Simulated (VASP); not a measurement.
# SnSe (Fm-3m) in VASP: further runs, part 2 of 2

VASP 6.6.1.

### Step 3. Electric field gradients, PBEsol (volume scaled by 1.06)

Input file INCAR:

```
SYSTEM = SnSe
PREC = Accurate
ENCUT = 520
EDIFF = 1E-8
ISMEAR = -1
SIGMA = 0.01
LREAL = .False.
LASPH = .True.
NELM = 60
ALGO = Normal
ISIF = 2
LWAVE = .False.
LCHARG = .False.
GGA = PS
LEFG = .True.
NBANDS = 17
```

Input file KPOINTS:

```
Automatic mesh
0
Gamma
  7 7 7
  0 0 0
```

Input file POSCAR:

```
SnSe
1.0
    0.0000000000      3.0690345955      3.0690345955
    3.0690345955      0.0000000000      3.0690345955
    3.0690345955      3.0690345955      0.0000000000
Sn Se
1 1
Direct
    0.0000000000      0.0000000000      0.0000000000
    0.5000000000      0.5000000000      0.5000000000
```

Potentials or basis: VASP PAW PBE potentials, release 64 (Sn_d, Se).

Started as:

```console
$ cat potpaw_PBE.64/Sn_d/POTCAR potpaw_PBE.64/Se/POTCAR > POTCAR
$ mpirun -np 1 vasp_std > vasp.out
```

OUTCAR:

```text
SYSTEM = SnSe
   PREC = Accurate
   ENCUT = 520
   EDIFF = 1E-8
   ISMEAR = -1
   LREAL = .False.
   LASPH = .True.
   NELM = 60
   ISIF = 2
   GGA = PS

 ion  position               nearest neighbor table
   1  0.000  0.000  0.000-   2 3.07   2 3.07   2 3.07   2 3.07   2 3.07   2 3.07
   2  0.500  0.500  0.500-   1 3.07   1 3.07   1 3.07   1 3.07   1 3.07   1 3.07

  LATTYP: Found a face centered cubic cell.
 ALAT       =     6.1380691910

  Lattice vectors:

 A1 = (   0.0000000000,   3.0690345955,   3.0690345955)
 A2 = (   3.0690345955,   0.0000000000,   3.0690345955)
 A3 = (   3.0690345955,   3.0690345955,   0.0000000000)

Analysis of symmetry for initial positions (statically):
=====================================================================
 Subroutine PRICEL returns:
 Original cell was already a primitive cell.

 Routine SETGRP: Setting up the symmetry group for a
 face centered cubic supercell.

 Subroutine GETGRP returns: Found 48 space group operations
 (whereof 48 operations were pure point group operations)
 out of a pool of 48 trial point group operations.

The static configuration has the point symmetry O_h .

Analysis of symmetry for dynamics (positions and initial velocities):
=====================================================================
 Subroutine PRICEL returns:
 Original cell was already a primitive cell.

 Routine SETGRP: Setting up the symmetry group for a
 face centered cubic supercell.

 Subroutine GETGRP returns: Found 48 space group operations
 (whereof 48 operations were pure point group operations)
 out of a pool of 48 trial point group operations.

[... 151 lines left out ...]
      1     -16.6921      2.00000
      2     -16.6921      2.00000
      3     -16.6921      2.00000
      4     -16.6892      2.00000
      5     -16.6892      2.00000
      6      -8.6812      2.00000
[... 377 lines left out ...]
      4     -16.6857      2.00000
      5     -16.6790      2.00000
      6      -7.6288      2.00000
[... 9 lines left out ...]
     16      16.1098      0.00000
     17      16.1188      0.00000

------------------------ aborting loop because EDIFF is reached ----------------------------------------

  FORCE on cell =-STRESS in cart. coord.  units (eV):
  Direction    XX          YY          ZZ          XY          YZ          ZX
  --------------------------------------------------------------------------------------
  -------------------------------------------------------------------------------------
  Total       -1.5579382     -1.5579382     -1.5579382      0.0000000      0.0000000     -0.0000000
  in kB      -43.1743162    -43.1743162    -43.1743162      0.0000000      0.0000000     -0.0000000
  external PRESSURE =     -43.1743162 kB  Pullay stress =       0.0000000 kB

 VOLUME and BASIS-vectors are now :
 -----------------------------------------------------------------------------
  energy-cutoff  :      520.00
  volume of cell :       57.81
      direct lattice vectors                 reciprocal lattice vectors
     0.000000000  3.069034595  3.069034595    -0.162917681  0.162917681  0.162917681
     3.069034595  0.000000000  3.069034595     0.162917681 -0.162917681  0.162917681
     3.069034595  3.069034595  0.000000000     0.162917681  0.162917681 -0.162917681

 POSITION                                       TOTAL-FORCE (eV/Angst)
 -----------------------------------------------------------------------------------
      0.00000      0.00000      0.00000         0.000000      0.000000      0.000000
      3.06903      3.06903      3.06903        -0.000000     -0.000000     -0.000000
 -----------------------------------------------------------------------------------
    total drift:                                0.000000     -0.000000     -0.000000

  FREE ENERGIE OF THE ION-ELECTRON SYSTEM (eV)
  ---------------------------------------------------
  free  energy   TOTEN  =        -8.9103543836 eV

  energy  without entropy=       -8.9103543836  energy(sigma->0) =       -8.91035438

 Electric field gradients (V/A^2)
---------------------------------------------------------------------
 ion       V_xx      V_yy      V_zz      V_xy      V_xz      V_yz
---------------------------------------------------------------------
   1      -0.000     0.000    -0.000    -0.001    -0.001    -0.001
   2      -0.000     0.000     0.000     0.000     0.000     0.000
---------------------------------------------------------------------

 Electric field gradients after diagonalization (V/A^2)
 (convention: |V_zz| > |V_xx| > |V_yy|)
----------------------------------------------------------------------
 ion       V_xx      V_yy      V_zz     asymmetry (V_yy - V_xx)/ V_zz
----------------------------------------------------------------------
   1       0.001     0.001    -0.001       0.000
   2      -0.000    -0.000     0.001       0.000
----------------------------------------------------------------------

           NMR quadrupolar parameters

 Cq : quadrupolar parameter    Cq=e*Q*V_zz/h
 eta: asymmetry parameters     (V_yy - V_xx)/ V_zz
 Q  : nuclear electric quadrupole moment in mb (millibarn)
----------------------------------------------------------------------
 ion       Cq(MHz)       eta       Q (mb)
----------------------------------------------------------------------
   1      -0.000       0.000       1.000
   2       0.000       0.000       1.000
----------------------------------------------------------------------
```

OSZICAR:

```text
N       E                     dE             d eps       ncg     rms          rms(c)
DAV:   1     0.132850651662E+03    0.13285E+03   -0.97416E+03   689   0.138E+03
DAV:   2     0.498494096531E+01   -0.12787E+03   -0.12356E+03   713   0.348E+02
DAV:   3    -0.871112114058E+01   -0.13696E+02   -0.13590E+02   839   0.976E+01
DAV:   4    -0.910719706290E+01   -0.39608E+00   -0.39569E+00   833   0.171E+01
DAV:   5    -0.911807011064E+01   -0.10873E-01   -0.10873E-01   972   0.278E+00    0.277E+00
DAV:   6    -0.891361505675E+01    0.20446E+00   -0.53109E-01   991   0.443E+00    0.159E+00
DAV:   7    -0.891041587804E+01    0.31992E-02   -0.76922E-02   773   0.128E+00    0.822E-01
DAV:   8    -0.891058585840E+01   -0.16998E-03   -0.84093E-03   832   0.746E-01    0.114E-01
DAV:   9    -0.891031372289E+01    0.27214E-03   -0.16273E-03   938   0.273E-01    0.510E-02
DAV:  10    -0.891035231927E+01   -0.38596E-04   -0.13844E-04   782   0.723E-02    0.973E-03
DAV:  11    -0.891035433489E+01   -0.20156E-05   -0.58521E-06   911   0.190E-02    0.255E-03
DAV:  12    -0.891035442318E+01   -0.88286E-07   -0.24013E-07   869   0.560E-03    0.609E-04
DAV:  13    -0.891035439939E+01    0.23786E-07   -0.40542E-08   813   0.126E-03    0.205E-04
DAV:  14    -0.891035437819E+01    0.21207E-07   -0.54231E-09   589   0.812E-04    0.120E-04
DAV:  15    -0.891035438356E+01   -0.53715E-08   -0.29693E-10   417   0.153E-04
   1 F= -.89103544E+01 E0= -.89103544E+01  d E =-.209366E-12
```

Run time: 35 s. Hardware: 1 thread of Intel Xeon 8259CL, shared host; peak memory 0.18 GiB.

What came out:

```
Free energy : -8.9104 eV
Pressure    : -4.3 GPa
```

Levels at points of the mesh, in eV from the Fermi level:
| k point | band 7 | band 8 | band 9 | band 10 | band 11 | band 12 | band 13 | band 14 |
| --- | --- | --- | --- | --- | --- | --- | --- | --- |
| (0.00, 0.00, 0.00) | -5.33 | -2.06 | -2.06 | -2.06 | 4.02 | 4.02 | 4.02 | 5.82 |

Caveat: this odd mesh misses L, where the gap lies, so gap, dielectric constants and Born charges aren't listed; without QUAD_EFG the Cq values of the log hold for a quadrupole moment of 1 mb, not for the nuclei; the PAW data sets were made with another functional, which shifts forces and pressure a little; spin-orbit coupling is left out, which moves the levels of the heavy elements.

### Step 4. Electric field gradients, PBEsol (volume scaled by 1.06)

Input file INCAR:

```
PREC = Accurate
ENCUT = 520
EDIFF = 1E-8
ISMEAR = -1
SIGMA = 0.01
LREAL = False
LASPH = True
NELM = 100
ALGO = Normal
ISIF = 2
LWAVE = False
LCHARG = False
GGA = PS
LEFG = True
NBANDS = 17
```

Input file KPOINTS:

```
Automatic mesh
0
Gamma
  7 7 7
```

POSCAR is that of step 3.

Potentials or basis: VASP PAW PBE potentials, release 64 (Sn_d, Se).

Started as:

```console
$ cat potpaw_PBE.64/Sn_d/POTCAR potpaw_PBE.64/Se/POTCAR > POTCAR
$ mpirun -np 1 vasp_std > vasp.out
```

OUTCAR:

```text
PREC = Accurate
   ENCUT = 520
   EDIFF = 1E-8
   ISMEAR = -1
   LREAL = False
   LASPH = True
   NELM = 100
   ISIF = 2
   GGA = PS

 ion  position               nearest neighbor table
   1  0.000  0.000  0.000-   2 3.07   2 3.07   2 3.07   2 3.07   2 3.07   2 3.07
   2  0.500  0.500  0.500-   1 3.07   1 3.07   1 3.07   1 3.07   1 3.07   1 3.07

  LATTYP: Found a face centered cubic cell.
 ALAT       =     6.1380691910

  Lattice vectors:

 A1 = (   0.0000000000,   3.0690345955,   3.0690345955)
 A2 = (   3.0690345955,   0.0000000000,   3.0690345955)
 A3 = (   3.0690345955,   3.0690345955,   0.0000000000)

Analysis of symmetry for initial positions (statically):
=====================================================================
 Subroutine PRICEL returns:
 Original cell was already a primitive cell.

 Routine SETGRP: Setting up the symmetry group for a
 face centered cubic supercell.

[... 580 lines left out ...]
  volume of cell :       57.81
      direct lattice vectors                 reciprocal lattice vectors
     0.000000000  3.069034595  3.069034595    -0.162917681  0.162917681  0.162917681
     3.069034595  0.000000000  3.069034595     0.162917681 -0.162917681  0.162917681
     3.069034595  3.069034595  0.000000000     0.162917681  0.162917681 -0.162917681

 POSITION                                       TOTAL-FORCE (eV/Angst)
 -----------------------------------------------------------------------------------
      0.00000      0.00000      0.00000         0.000000      0.000000      0.000000
      3.06903      3.06903      3.06903        -0.000000     -0.000000     -0.000000
 -----------------------------------------------------------------------------------
    total drift:                                0.000000     -0.000000     -0.000000

  FREE ENERGIE OF THE ION-ELECTRON SYSTEM (eV)
  ---------------------------------------------------
  free  energy   TOTEN  =        -8.9103543836 eV

  energy  without entropy=       -8.9103543836  energy(sigma->0) =       -8.91035438

 Electric field gradients (V/A^2)
---------------------------------------------------------------------
 ion       V_xx      V_yy      V_zz      V_xy      V_xz      V_yz
---------------------------------------------------------------------
   1      -0.000     0.000    -0.000    -0.001    -0.001    -0.001
   2      -0.000     0.000     0.000     0.000     0.000     0.000
---------------------------------------------------------------------

 Electric field gradients after diagonalization (V/A^2)
 (convention: |V_zz| > |V_xx| > |V_yy|)
----------------------------------------------------------------------
 ion       V_xx      V_yy      V_zz     asymmetry (V_yy - V_xx)/ V_zz
----------------------------------------------------------------------
   1       0.001     0.001    -0.001       0.000
   2      -0.000    -0.000     0.001       0.000
----------------------------------------------------------------------

           NMR quadrupolar parameters

 Cq : quadrupolar parameter    Cq=e*Q*V_zz/h
 eta: asymmetry parameters     (V_yy - V_xx)/ V_zz
 Q  : nuclear electric quadrupole moment in mb (millibarn)
----------------------------------------------------------------------
 ion       Cq(MHz)       eta       Q (mb)
----------------------------------------------------------------------
   1      -0.000       0.000       1.000
   2       0.000       0.000       1.000
----------------------------------------------------------------------
```

stdout:

```text
POSCAR found type information on POSCAR SnSe
 POSCAR found :  2 types and       2 ions
 scaLAPACK will be used
 -----------------------------------------------------------------------------
|                                                                             |
|                                                                             |
|     You enforced a specific xc type in the INCAR file but a different       |
|     I HOPE YOU KNOW WHAT YOU ARE DOING!                                     |
|                                                                             |
 -----------------------------------------------------------------------------

 LDA part: xc-table for (Slater+PW92), standard interpolation
 POSCAR, INCAR and KPOINTS ok, starting setup
 FFT: planning ... GRIDC
 FFT: planning ... GRID_SOFT
 FFT: planning ... GRID
 WAVECAR not read
 entering main loop
ion   1

ion   2
```

Run time: 36 s. Hardware: 1 thread of Intel Xeon 8259CL, shared host; peak memory 0.18 GiB.

What came out:

- Free energy: -8.9104 eV
- Pressure: -4.3 GPa

Caveat: this odd mesh misses L, where the gap lies, so gap, dielectric constants and Born charges aren't listed; without QUAD_EFG the Cq values of the log hold for a quadrupole moment of 1 mb, not for the nuclei; the PAW data sets were made with another functional, which shifts forces and pressure a little; spin-orbit coupling is left out, which moves the levels of the heavy elements.
